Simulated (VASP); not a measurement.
# CdS (F-43m) in VASP: further runs, part 2 of 2

VASP 6.6.1. Earlier steps stand in the parts before.

## 5. Single point, PBEsol (volume scaled by 1.04)

Contents of INCAR:

```
SYSTEM = CdS
ALGO     = Normal         ! electronic algorithm
EDIFF    = 1E-6           ! SCF threshold, eV
ENCUT    = 520            ! plane-wave cutoff, eV
GGA      = PS             ! functional
ISIF     = 2              ! what is computed and relaxed
ISMEAR   = 0              ! smearing method
LASPH    = .True.         ! aspherical terms in the spheres
LCHARG   = .True.         ! write CHGCAR
LELF     = .True.         ! ELF
LREAL    = .False.        ! projectors in reciprocal space
LVHAR    = .True.       
LWAVE    = .False.        ! write WAVECAR
NBANDS   = 16             ! bands
NELM     = 80             ! most SCF steps
PREC     = Accurate       ! precision mode
SIGMA    = 0.05           ! smearing width, eV
```

Contents of KPOINTS:

```
k-points
0
Gamma
  8 8 8
  0 0 0
```

Contents of POSCAR:

```
CdS
1.0
    0.0000000000      2.9504918825      2.9504918825
    2.9504918825      0.0000000000      2.9504918825
    2.9504918825      2.9504918825      0.0000000000
Cd S
1 1
Direct
    0.0000000000      0.0000000000      0.0000000000
    0.7500000000      0.7500000000      0.7500000000
```

Potentials or basis: VASP PAW PBE potentials, release 64 (Cd, S).

The run is started by

```
> cat potpaw_PBE.64/Cd/POTCAR potpaw_PBE.64/S/POTCAR > POTCAR
> mpirun -np 1 vasp_std > vasp.out
```

OUTCAR:

```text
SYSTEM = CdS
   EDIFF = 1E-6
   ENCUT = 520
   GGA = PS
   ISIF = 2
   ISMEAR = 0
   LASPH = .True.
   LREAL = .False.
   NELM = 80
   PREC = Accurate

 ion  position               nearest neighbor table
   1  0.000  0.000  0.000-   2 2.56   2 2.56   2 2.56   2 2.56
   2  0.750  0.750  0.750-   1 2.56   1 2.56   1 2.56   1 2.56

  LATTYP: Found a face centered cubic cell.
 ALAT       =     5.9009837650

  Lattice vectors:

 A1 = (   0.0000000000,   2.9504918825,   2.9504918825)
 A2 = (   2.9504918825,   0.0000000000,   2.9504918825)
 A3 = (   2.9504918825,   2.9504918825,   0.0000000000)

Analysis of symmetry for initial positions (statically):
=====================================================================
 Subroutine PRICEL returns:
 Original cell was already a primitive cell.

 Routine SETGRP: Setting up the symmetry group for a
 face centered cubic supercell.

 Subroutine GETGRP returns: Found 24 space group operations
 (whereof 24 operations were pure point group operations)
 out of a pool of 48 trial point group operations.

The static configuration has the point symmetry T_d .

Analysis of symmetry for dynamics (positions and initial velocities):
[... 162 lines left out ...]
 cond. band min:       1.8549354525   @ k =   0.0000   0.0000   0.0000
 fundamental gap:      0.9350789019
 Fermi energy:         1.2087343764

 k-point     1 :       0.0000    0.0000    0.0000
  band No.  band energies     occupation
      1     -11.2551      2.00000
      2      -6.6861      2.00000
      3      -6.6861      2.00000
      4      -6.6861      2.00000
      5      -6.2443      2.00000
      6      -6.2443      2.00000
[... 433 lines left out ...]
      3      -6.4995      2.00000
      4      -6.2680      2.00000
      5      -6.2198      2.00000
      6      -5.7875      2.00000
[... 8 lines left out ...]
     15      13.0121      0.00000
     16      13.9257      0.00000

 [... further k-points ...]

------------------------ aborting loop because EDIFF is reached ----------------------------------------

  FORCE on cell =-STRESS in cart. coord.  units (eV):
  Direction    XX          YY          ZZ          XY          YZ          ZX
  --------------------------------------------------------------------------------------
  -------------------------------------------------------------------------------------
  Total       -0.5993884     -0.5993884     -0.5993884      0.0000000     -0.0000000      0.0000000
  in kB      -18.6941459    -18.6941459    -18.6941459      0.0000000     -0.0000000      0.0000000
  external PRESSURE =     -18.6941459 kB  Pullay stress =       0.0000000 kB

 VOLUME and BASIS-vectors are now :
 -----------------------------------------------------------------------------
  energy-cutoff  :      520.00
  volume of cell :       51.37
      direct lattice vectors                 reciprocal lattice vectors
     0.000000000  2.950491883  2.950491883    -0.169463269  0.169463269  0.169463269
     2.950491883  0.000000000  2.950491883     0.169463269 -0.169463269  0.169463269
     2.950491883  2.950491883  0.000000000     0.169463269  0.169463269 -0.169463269

 POSITION                                       TOTAL-FORCE (eV/Angst)
 -----------------------------------------------------------------------------------
      0.00000      0.00000      0.00000        -0.000000     -0.000000     -0.000000
      4.42574      4.42574      4.42574         0.000000      0.000000      0.000000
 -----------------------------------------------------------------------------------
    total drift:                                0.000000      0.000000      0.000000

  FREE ENERGIE OF THE ION-ELECTRON SYSTEM (eV)
  ---------------------------------------------------
  free  energy   TOTEN  =        -6.8039028837 eV

  energy  without entropy=       -6.8039028837  energy(sigma->0) =       -6.80390288
```

stdout:

```text
POSCAR found type information on POSCAR CdS
 POSCAR found :  2 types and       2 ions
 scaLAPACK will be used
 -----------------------------------------------------------------------------
|                                                                             |
|                                                                             |
|     You enforced a specific xc type in the INCAR file but a different       |
|     I HOPE YOU KNOW WHAT YOU ARE DOING!                                     |
|                                                                             |
 -----------------------------------------------------------------------------

 LDA part: xc-table for (Slater+PW92), standard interpolation
 POSCAR, INCAR and KPOINTS ok, starting setup
 FFT: planning ... GRIDC
 FFT: planning ... GRID_SOFT
 FFT: planning ... GRID
 WAVECAR not read
 entering main loop
```

Run time: 23 s. Hardware: 1 thread of AMD EPYC 7R43 (Zen 3), shared host; peak memory 0.15 GiB.

What came out:

| Property | Result |
| --- | --- |
| Free energy | -6.8039 eV |
| Pressure | -1.9 GPa |
| Band gap on the k mesh | 0.94 eV, direct |

Caveat: the PAW data sets were made with another functional, which shifts forces and pressure a little.

## 6. Overview

| level | cell | gap on the mesh (eV) | pressure (GPa) |
| --- | --- | --- | --- |
| PBEsol | a = 4.146 Å, angles 60.0°, 2 atoms | 0.98 | -0.8 |
| revPBE+D4 | a = 4.188 Å, angles 60.0°, 2 atoms | 1.18 | -1.8 |
| revPBE+D3(BJ) | a = 4.180 Å, angles 60.0°, 2 atoms | 1.20 | -1.8 |
| PBEsol | a = 4.173 Å, angles 60.0°, 2 atoms | 0.94 | -1.9 |

Alike in all rows: task single point; potentials or basis VASP PAW PBE potentials, release 64 (Cd, S); no spin polarisation; k mesh 8 × 8 × 8; cutoff (eV) 520; smearing gaussian 0.05 eV.

Caveats: the PAW data sets were made with another functional, which shifts forces and pressure a little.

Absolute energies hang on the potentials; compare differences alone.
